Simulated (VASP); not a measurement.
# Sc (Pm-3m) in VASP: notebook

Runs on Sc. Level: RPBE. Tasks: single point.

All numbers are computed with VASP 6.6.1; they aren't measurements. Logs are shortened: lines on timing, memory, paths and dates and some standing lists are left out, and cuts for length are marked.

## (1) The cell of the first run

It takes space group Pm-3m (No. 221, cubic). Conventional cell: a = 2.896 Å, b = 2.896 Å, c = 2.896 Å, α = 90.00°, β = 90.00°, γ = 90.00°. Sc (site symmetry m-3m) has 6 Sc at 2.90 Å within 3.8 Å.

## (2) Single point, RPBE (volume scaled by 0.88)

Input file INCAR:

```
SYSTEM = Sc
ALGO     = Normal         ! electronic algorithm
EDIFF    = 1E-6           ! SCF threshold, eV
ENCUT    = 520            ! plane-wave cutoff, eV
GGA      = RP             ! functional
ISIF     = 2              ! what is computed and relaxed
ISMEAR   = -1             ! smearing method
LASPH    = .True.         ! aspherical terms in the spheres
LCHARG   = .False.        ! write CHGCAR
LREAL    = .False.        ! projectors in reciprocal space
LWAVE    = .False.        ! write WAVECAR
NBANDS   = 12             ! bands
NELM     = 80             ! most SCF steps
PREC     = Accurate       ! precision mode
SIGMA    = 0.1            ! smearing width, eV
```

Input file KPOINTS:

```
k-points
0
Gamma
  12 12 12
  0 0 0
```

Input file POSCAR:

```
Sc
1.0
    2.8960445529      0.0000000000      0.0000000000
    0.0000000000      2.8960445529      0.0000000000
    0.0000000000      0.0000000000      2.8960445529
Sc
1
Direct
    0.0000000000      0.0000000000      0.0000000000
```

Potentials or basis: VASP PAW PBE potentials, release 64 (Sc_sv).

On the command line:

```bash
$ cat potpaw_PBE.64/Sc_sv/POTCAR > POTCAR
$ mpirun -np 1 vasp_std > vasp.out
```

OUTCAR:

```text
SYSTEM = Sc
   EDIFF = 1E-6
   ENCUT = 520
   GGA = RP
   ISIF = 2
   ISMEAR = -1
   LASPH = .True.
   LREAL = .False.
   NELM = 80
   PREC = Accurate

 ion  position               nearest neighbor table
   1  0.000  0.000  0.000-

  LATTYP: Found a simple cubic cell.
 ALAT       =     2.8960445529

  Lattice vectors:

 A1 = (   2.8960445529,   0.0000000000,   0.0000000000)
 A2 = (   0.0000000000,   2.8960445529,   0.0000000000)
 A3 = (   0.0000000000,   0.0000000000,   2.8960445529)

Analysis of symmetry for initial positions (statically):
=====================================================================
 Subroutine PRICEL returns:
 Original cell was already a primitive cell.

 Routine SETGRP: Setting up the symmetry group for a
 simple cubic supercell.

 Subroutine GETGRP returns: Found 48 space group operations
 (whereof 48 operations were pure point group operations)
 out of a pool of 48 trial point group operations.

The static configuration has the point symmetry O_h .

Analysis of symmetry for dynamics (positions and initial velocities):
=====================================================================
 Subroutine PRICEL returns:
 Original cell was already a primitive cell.

 Routine SETGRP: Setting up the symmetry group for a
 simple cubic supercell.

 Subroutine GETGRP returns: Found 48 space group operations
 (whereof 48 operations were pure point group operations)
 out of a pool of 48 trial point group operations.

The dynamic configuration has the point symmetry O_h .

 Subroutine INISYM returns: Found 48 space group operations
 (whereof 48 operations are pure point group operations),
 and found     1 'primitive' translations

----------------------------------------------------------------------------------------

                                     Primitive cell

  volume of cell :      24.2893

  direct lattice vectors                    reciprocal lattice vectors
     2.896044553  0.000000000  0.000000000     0.345298555  0.000000000  0.000000000
     0.000000000  2.896044553  0.000000000     0.000000000  0.345298555  0.000000000
     0.000000000  0.000000000  2.896044553     0.000000000  0.000000000  0.345298555

  length of vectors
     2.896044553  2.896044553  2.896044553     0.345298555  0.345298555  0.345298555

  position of ions in fractional coordinates (direct lattice)
     0.000000000  0.000000000  0.000000000

  ion indices of the primitive-cell ions
   primitive index   ion index
                 1           1

----------------------------------------------------------------------------------------

 KPOINTS: k-points

Automatic generation of k-mesh.
 Grid dimensions read from file:
 generate k-points for:   12   12   12

 Generating k-lattice:

  Cartesian coordinates                     Fractional coordinates (reciprocal lattice)
     0.028774880  0.000000000  0.000000000     0.083333333  0.000000000  0.000000000
     0.000000000  0.028774880  0.000000000     0.000000000  0.083333333  0.000000000
     0.000000000  0.000000000  0.028774880     0.000000000  0.000000000  0.083333333

  Length of vectors
     0.028774880  0.028774880  0.028774880

  Shift w.r.t. Gamma in fractional coordinates (k-lattice)
     0.000000000  0.000000000  0.000000000

 Subroutine IBZKPT returns following result:
 ===========================================

 Found     84 irreducible k-points:

 Following reciprocal coordinates:
            Coordinates               Weight
  0.000000  0.000000  0.000000      1.000000
  0.083333  0.000000  0.000000      6.000000
  0.166667  0.000000  0.000000      6.000000
  0.250000  0.000000  0.000000      6.000000
  0.333333  0.000000  0.000000      6.000000
  0.416667  0.000000  0.000000      6.000000
[... 16 lines left out ...]
  0.333333  0.333333  0.000000     12.000000
  0.416667  0.333333  0.000000     24.000000
 [... further k-points ...]
   k-points           NKPTS =     84   k-points in BZ     NKDIM =     84   number of bands    NBANDS=     12
   number of dos      NEDOS =    301   number of ions     NIONS =      1
   total plane-waves  NPLWV =  13824
   dimension x,y,z NGX =    24 NGY =   24 NGZ =   24
   dimension x,y,z NGXF=    48 NGYF=   48 NGZF=   48
   ions per type =               1
   NGX,Y,Z   is equivalent  to a cutoff of  13.78, 13.78, 13.78 a.u.
   NGXF,Y,Z  is equivalent  to a cutoff of  27.55, 27.55, 27.55 a.u.
 SYSTEM =  Sc
   PREC   = accura    normal or accurate (medium, high low for compatibility)
   ISTART =      0    job   : 0-new  1-cont  2-samecut
   ICHARG =      2    charge: 1-file 2-atom 10-const
   ISPIN  =      1    spin polarized calculation?
   LNONCOLLINEAR =      F non collinear calculations
   LSORBIT =      F    spin-orbit coupling
   LASPH  =      T    aspherical Exc in radial PAW
   ENCUT  =  520.0 eV  38.22 Ry    6.18 a.u.   5.38  5.38  5.38*2*pi/ulx,y,z
   NELM   =     80;   NELMIN=  2; NELMDL= -5     # of ELM steps
   EDIFF  = 0.1E-05   stopping-criterion for ELM
   LREAL  =      F    real-space projection
   EDIFFG = 0.1E-04   stopping-criterion for IOM
   NSW    =      0    number of steps for IOM
   IBRION =     -1    ionic relax: 0-MD 1-quasi-New 2-CG
   NFREE  =      0    steps in history (QN), initial steepest desc. (CG)
   ISIF   =      2    stress and relaxation
   ISYM   =      2    0-nonsym 1-usesym 2-fastsym
   POTIM  = 0.5000    time-step for ionic-motion
   TEBEG  =    0.0;   TEEND  =   0.0 temperature during run
   PSTRESS=    0.0 pullay stress
   NELECT =      11.0000    total number of electrons
   NUPDOWN=      -1.0000    fix difference up-down
   EMIN   =  10.00;   EMAX   =-10.00  energy-range for DOS
   EFERMI =   0.00;   METHOD = LEGACY
   ISMEAR =    -1;   SIGMA  =   0.10  broadening in eV -4-tet -1-fermi 0-gaus
   EFERMI_NEDOS =   21; number of points for ismear=-14 and -15
   IALGO  =     38    algorithm
   IMIX   =      4    mixing-type and parameters
     AMIX     =   0.40;   BMIX     =  1.00
     AMIX_MAG =   1.60;   BMIX_MAG =  1.00
  volume/ion in A,a.u.               =      24.29       163.91
  Fermi-wavevector in a.u.,A,eV,Ry     =   1.257189  2.375742 21.504329  1.580524
  Thomas-Fermi vector in A             =   2.390860
   LORBIT       =      0    0 simple, 1 ext, 2 COOP (PROOUT), +10 PAW based schemes
   GGA     = RP    functional components
   LHFCALC =     F    Hartree Fock is set to
   AEXX    =    0.0000 exact exchange contribution
   IVDW    =     0    specifies the selected vdW correction
   LEPSILON=     F    determine dielectric tensor
   LRPA    =     F    only Hartree local field effects (RPA)
 non-spin polarized calculation
  energy-cutoff  :      520.00
  volume of cell :       24.29
 maximum number of plane-waves:       672
 NGX is ok and might be reduce to    24
   NGX = 11   NGY = 11   NGZ = 11

 number of electron      11.0000001 magnetization

 Free energy of the ion-electron system (eV)
  ---------------------------------------------------
  ext. energy  EPLUGINS =         0.00000000
  ---------------------------------------------------
  free energy    TOTEN  =        -5.16793146 eV

  energy without entropy =       -5.08372567  energy(sigma->0) =       -5.12582857

 E-fermi :   4.0268     XC(G=0):  -9.7514

 val. band max:        4.0175509246   @ k =   0.3333   0.0833   0.0000
 cond. band min:       4.0281490279   @ k =   0.3333   0.1667   0.0000
 fundamental gap:      0.0105981033
 Fermi energy:         4.0267610036

 k-point     1 :       0.0000    0.0000    0.0000
  band No.  band energies     occupation
      1     -45.6846      2.00000
      2     -23.9381      2.00000
      3     -23.9381      2.00000
      4     -23.9381      2.00000
      5      -1.1304      2.00000
      6       3.4707      1.99234
      7       3.4707      1.99234
      8       8.0776      0.00000
      9       8.0776      0.00000
     10       8.0776      0.00000
     11      16.8748      0.00000
     12      16.8748      0.00000

 k-point     2 :       0.0833    0.0000    0.0000
  band No.  band energies     occupation
      1     -45.6792      2.00000
      2     -23.9825      2.00000
      3     -23.9344      2.00000
      4     -23.9344      2.00000
      5      -0.9806      2.00000
      6       3.5107      1.98859
      7       3.5668      1.98010
      8       7.9368      0.00000
      9       7.9368      0.00000
     10       8.0877      0.00000
     11      15.8078      0.00000
     12      17.1294      0.00000

 k-point     3 :       0.1667    0.0000    0.0000
  band No.  band energies     occupation
      1     -45.6643      2.00000
      2     -24.1023      2.00000
      3     -23.9241      2.00000
      4     -23.9241      2.00000
      5      -0.5493      2.00000
      6       3.6228      1.96541
      7       3.8171      1.78109
      8       7.5798      0.00000
      9       7.5798      0.00000
     10       8.1155      0.00000
     11      14.0003      0.00000
     12      17.8301      0.00000

 k-point     4 :       0.2500    0.0000    0.0000
  band No.  band energies     occupation
      1     -45.6440      2.00000
      2     -24.2627      2.00000
      3     -23.9101      2.00000
      4     -23.9101      2.00000
      5       0.1159      2.00000
      6       3.7824      1.84020
      7       4.0946      0.67311
      8       7.1435      0.00000
      9       7.1435      0.00000
     10       8.1537      0.00000
     11      12.3728      0.00000
     12      18.8466      0.00000

 k-point     5 :       0.3333    0.0000    0.0000
  band No.  band energies     occupation
      1     -45.6235      2.00000
      2     -24.4196      2.00000
      3     -23.8959      2.00000
      4     -23.8959      2.00000
      5       0.9460      2.00000
      6       3.9504      1.36425
      7       4.1751      0.36979
      8       6.7516      0.00000
      9       6.7516      0.00000
     10       8.1923      0.00000
     11      11.2180      0.00000
     12      18.6564      0.00000
[... 228 lines left out ...]
      1     -45.5694      2.00000
      2     -24.4873      2.00000
      3     -24.1919      2.00000
      4     -23.8590      2.00000
      5       2.4052      2.00000
      6       3.7206      1.91055
      7       5.2025      0.00002
      8       6.6687      0.00000
      9       6.8088      0.00000
     10       7.4313      0.00000
     11      10.7276      0.00000
     12      15.5857      0.00000

 k-point    22 :       0.5000    0.2500    0.0000
  band No.  band energies     occupation
      1     -45.5640      2.00000
      2     -24.5270      2.00000
      3     -24.1869      2.00000
      4     -23.8553      2.00000
      5       2.7346      2.00000
      6       3.5122      1.98841
      7       5.1952      0.00002
      8       6.5824      0.00000
      9       7.0845      0.00000
     10       7.4490      0.00000
     11      10.3047      0.00000
     12      16.1265      0.00000

 k-point    23 :       0.3333    0.3333    0.0000
  band No.  band energies     occupation
      1     -45.5643      2.00000
      2     -24.3639      2.00000
      3     -24.3485      2.00000
      4     -23.8555      2.00000
      5       2.1551      2.00000
      6       3.9064      1.53832
      7       5.9255      0.00000
      8       6.3566      0.00000
      9       6.9428      0.00000
     10       7.0842      0.00000
     11      11.3931      0.00000
     12      14.2365      0.00000

 k-point    24 :       0.4167    0.3333    0.0000
  band No.  band energies     occupation
      1     -45.5497      2.00000
      2     -24.4645      2.00000
      3     -24.3404      2.00000
      4     -23.8456      2.00000
      5       2.3448      2.00000
      6       3.9231      1.47641
      7       6.1292      0.00000
      8       6.7626      0.00000
      9       7.0308      0.00000
     10       7.0843      0.00000
     11      10.5339      0.00000
     12      14.5800      0.00000

 [... further k-points ...]

------------------------ aborting loop because EDIFF is reached ----------------------------------------

  FORCE on cell =-STRESS in cart. coord.  units (eV):
  Direction    XX          YY          ZZ          XY          YZ          ZX
  --------------------------------------------------------------------------------------
  -------------------------------------------------------------------------------------
  Total        0.7630427      0.7630427      0.7630427     -0.0000000      0.0000000     -0.0000000
  in kB       50.3319451     50.3319451     50.3319451     -0.0000000      0.0000000     -0.0000000
  external PRESSURE =      50.3319451 kB  Pullay stress =       0.0000000 kB

 VOLUME and BASIS-vectors are now :
 -----------------------------------------------------------------------------
  energy-cutoff  :      520.00
  volume of cell :       24.29
      direct lattice vectors                 reciprocal lattice vectors
     2.896044553  0.000000000  0.000000000     0.345298555  0.000000000  0.000000000
     0.000000000  2.896044553  0.000000000     0.000000000  0.345298555  0.000000000
     0.000000000  0.000000000  2.896044553     0.000000000  0.000000000  0.345298555

 POSITION                                       TOTAL-FORCE (eV/Angst)
 -----------------------------------------------------------------------------------
      0.00000      0.00000      0.00000         0.000000      0.000000      0.000000
 -----------------------------------------------------------------------------------
    total drift:                                0.000000      0.000000      0.000000

  FREE ENERGIE OF THE ION-ELECTRON SYSTEM (eV)
  ---------------------------------------------------
  free  energy   TOTEN  =        -5.1679314616 eV

  energy  without entropy=       -5.0837256688  energy(sigma->0) =       -5.12582857
```

Run time: 7.3 s. Hardware: 1 thread of Intel Xeon 6975P-C (Granite Rapids), shared host; peak memory 0.15 GiB.

Results:

```yaml
Free_energy: -5.1679 eV
Pressure: 5.0 GPa
```

Caveat: the PAW data sets were made with another functional, which shifts forces and pressure a little.

## (3) Single point, RPBE (volume scaled by 0.92)

Input file INCAR:

```
PREC = Accurate
ENCUT = 520
EDIFF = 1E-6
ISMEAR = -1
SIGMA = 0.1
LREAL = F
LASPH = T
NELM = 100
ALGO = Normal
ISIF = 2
LWAVE = F
LCHARG = F
GGA = RP
NBANDS = 12
```

Input file KPOINTS:

```
Automatic mesh
0
Gamma
  12 12 12
```

Input file POSCAR:

```
Sc
1.0
    2.9392754720      0.0000000000      0.0000000000
    0.0000000000      2.9392754720      0.0000000000
    0.0000000000      0.0000000000      2.9392754720
Sc
1
Direct
    0.0000000000      0.0000000000      0.0000000000
```

Potentials or basis: VASP PAW PBE potentials, release 64 (Sc_sv).

On the command line:

```bash
$ cat potpaw_PBE.64/Sc_sv/POTCAR > POTCAR
$ mpirun -np 1 vasp_std > vasp.out
```

Wall time 8 s (1 thread of Intel Xeon 6975P-C (Granite Rapids), shared host); peak memory 0.14 GiB.

The run converged. Its results:

```yaml
Free_energy: -5.1963 eV
Pressure: 3.1 GPa
```

Levels at points of the mesh, in eV from the Fermi level:
```tsv
k point	band 1	band 2	band 3	band 4	band 5	band 6	band 7	band 8	band 9	band 10
(0.00, 0.00, 0.00)	-49.79	-28.08	-28.08	-28.08	-5.08	-0.51	-0.51	3.86	3.86	3.86
(0.50, 0.00, 0.00)	-49.72	-28.64	-28.03	-28.03	-1.65	-0.56	0.12	2.28	2.28	4.01
(0.50, 0.50, 0.00)	-49.66	-28.56	-28.56	-27.99	-1.81	0.27	2.64	2.64	3.73	3.73
(0.50, 0.50, 0.50)	-49.59	-28.48	-28.48	-28.48	-0.50	-0.50	-0.50	4.86	4.86	7.33
```

Caveat: the PAW data sets were made with another functional, which shifts forces and pressure a little.

(Part 1 of 2 ends here.)
